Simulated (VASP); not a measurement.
# InP (I-4m2) in VASP: further runs, part 2 of 2

VASP 6.6.1. The steps go on from the part before.

**3. Single point, r2SCAN (uniaxial x strain +1.9%)**

Input file POSCAR:

```
InP
1.0
    0.0000000000      2.9537876370      2.9537876370
    3.0084327083      0.0000000000      2.9537876370
    3.0084327083      2.9537876370      0.0000000000
In P
1 1
Direct
    0.0000000000      0.0000000000      0.0000000000
    0.2500000000      0.2500000000      0.2500000000
```

Input file INCAR.step1:

```
ALGO = Normal ; EDIFF = 1E-4
ENCUT = 520 ; GGA = PE
ISMEAR = 0 ; LASPH = True
LCHARG = False ; LREAL = False
LWAVE = True ; NBANDS = 16
NELM = 80 ; PREC = Accurate
SIGMA = 0.01
```

Input file INCAR.step2:

```
ALGO = Normal ; EDIFF = 1E-6
ENCUT = 520 ; ISIF = 2
ISMEAR = 0 ; ISTART = 1
LASPH = True ; LCHARG = True
LELF = True ; LMIXTAU = True
LREAL = False ; LVHAR = True
LWAVE = False ; METAGGA = R2SCAN
NBANDS = 16 ; NELM = 80
PREC = Accurate ; SIGMA = 0.01
```

Input file KPOINTS:

```
k-points
0
Gamma
  8 8 8
```

Potentials or basis: VASP PAW PBE potentials, release 64 (In_d, P).

The run is started by

```
$ cat potpaw_PBE.64/In_d/POTCAR potpaw_PBE.64/P/POTCAR > POTCAR
$ cp INCAR.step1 INCAR
$ mpirun -np 1 vasp_std > vasp.out
$ cp INCAR.step2 INCAR
$ mpirun -np 1 vasp_std > vasp.out
```

OUTCAR:

```text
EDIFF = 1E-6
   ENCUT = 520
   ISIF = 2
   ISMEAR = 0
   ISTART = 1
   LASPH = True
   LREAL = False
   METAGGA = R2SCAN
   NELM = 80
   PREC = Accurate

 ion  position               nearest neighbor table
   1  0.000  0.000  0.000-   2 2.57   2 2.57   2 2.57   2 2.57
   2  0.250  0.250  0.250-   1 2.57   1 2.57   1 2.57   1 2.57

  LATTYP: Found a body centered tetragonal cell.
 ALAT       =     4.1772865366
 C/A-ratio  =     1.4403765133

  Lattice vectors:
[... 191 lines left out ...]
      4      -9.8665      2.00000
      5      -9.8632      2.00000
      6      -7.1509      2.00000
[... 433 lines left out ...]
      3      -9.9884      2.00000
      4      -9.8701      2.00000
      5      -9.8540      2.00000
      6      -6.1354      2.00000
[... 8 lines left out ...]
     15      14.6624      0.00000
     16      15.2884      0.00000

 [... further k-points ...]
[... 5 lines left out ...]
  --------------------------------------------------------------------------------------
  -------------------------------------------------------------------------------------
  Total       -0.6234711     -0.3408866     -0.3408866      0.0000000      0.0000000      0.0000000
  in kB      -19.0282161    -10.4037914    -10.4037914      0.0000000      0.0000000      0.0000000
  external PRESSURE =     -13.2785996 kB  Pullay stress =       0.0000000 kB

 VOLUME and BASIS-vectors are now :
 -----------------------------------------------------------------------------
  energy-cutoff  :      520.00
  volume of cell :       52.50
      direct lattice vectors                 reciprocal lattice vectors
     0.000000000  2.953787637  2.953787637    -0.166199496  0.169274187  0.169274187
     3.008432708  0.000000000  2.953787637     0.166199496 -0.169274187  0.169274187
     3.008432708  2.953787637  0.000000000     0.166199496  0.169274187 -0.169274187

 POSITION                                       TOTAL-FORCE (eV/Angst)
 -----------------------------------------------------------------------------------
      0.00000      0.00000      0.00000         0.000000      0.000000      0.000000
      1.50422      1.47689      1.47689        -0.000000     -0.000000     -0.000000
 -----------------------------------------------------------------------------------
    total drift:                                0.000002     -0.000005     -0.000005

  FREE ENERGIE OF THE ION-ELECTRON SYSTEM (eV)
  ---------------------------------------------------
  free  energy   TOTEN  =       -32.2915538019 eV

  energy  without entropy=      -32.2915538019  energy(sigma->0) =      -32.29155380
```

OUTCAR.step1:

```text
EDIFF = 1E-4
   ENCUT = 520
   GGA = PE
   ISMEAR = 0
   LASPH = True
[... 677 lines left out ...]
 -----------------------------------------------------------------------------------
      0.00000      0.00000      0.00000        -0.000000     -0.000000     -0.000000
      1.50422      1.47689      1.47689         0.000000      0.000000      0.000000
 -----------------------------------------------------------------------------------
    total drift:                               -0.000000     -0.000000     -0.000000

  FREE ENERGIE OF THE ION-ELECTRON SYSTEM (eV)
  ---------------------------------------------------
  free  energy   TOTEN  =        -8.4040624889 eV

  energy  without entropy=       -8.4040624889  energy(sigma->0) =       -8.40406249
```

Wall time 96 s (1 thread of Intel Xeon Platinum 8259CL at 2.50GHz (Skylake/Cascade Lake), shared host); peak memory 0.21 GiB.

Results:

```
Free energy            : -32.2916 eV
Pressure               : -1.3 GPa
Band gap on the k mesh : 0.89 eV, direct
```

Levels at points of the mesh, in eV from the valence-band top:
```csv
k point,band 6,band 7,band 8,band 9,band 10,band 11,band 12,band 13
"(0.00, 0.00, 0.00)",-11.74,-0.09,0.00,0.00,0.89,4.40,4.40,4.43
"(0.50, 0.00, 0.00)",-10.08,-5.69,-1.04,-0.92,1.72,5.07,5.19,7.42
"(0.50, 0.50, 0.00)",-9.42,-5.68,-2.34,-2.33,2.01,2.46,9.63,9.91
"(0.00, 0.50, 0.50)",-9.49,-5.80,-2.23,-2.23,2.11,2.63,9.45,10.00
```

Caveat: the cell differs from its parent crystal (uniaxial x strain +1.9%); the PAW data sets were made with another functional, which shifts forces and pressure a little; spin-orbit coupling is left out, which moves the levels of the heavy elements.
